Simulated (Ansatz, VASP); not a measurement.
**One calculation of TlO2, two programs**

```
Tl O
1.0
     0.00000    3.15162    3.15162
     3.15162    0.00000    3.15162
     3.15162    3.15162    0.00000
Tl O
1 2
Direct
  0.75000 0.75000 0.75000
  0.50000 0.50000 0.50000
  0.25000 0.25000 0.25000
```

Alike in both runs: task single point; functional PBE; k mesh 6 × 6 × 6; occupations gaussian, width 0.1 eV; no spin polarisation.

```csv
,VASP,Ansatz
version,VASP 6.6.1,Ansatz 0.2.0
potentials or method,"VASP PAW PBE potentials, release 64 (Tl_d, O), cutoff 520 eV","scalar-relativistic, plane waves, PAW"
valence electrons in the cell,25,25
```

Ansatz gave:

* gap on the k mesh at the Fermi level (eV): none
* pressure (GPa): -12.3

Question: What did VASP give for the same quantities?

Answer: gap on the k mesh at the Fermi level (eV): none; pressure (GPa): -12.4.

A gap of «none» marks a metal or a gap that the smearing closes.

Neither program's run includes spin-orbit coupling.
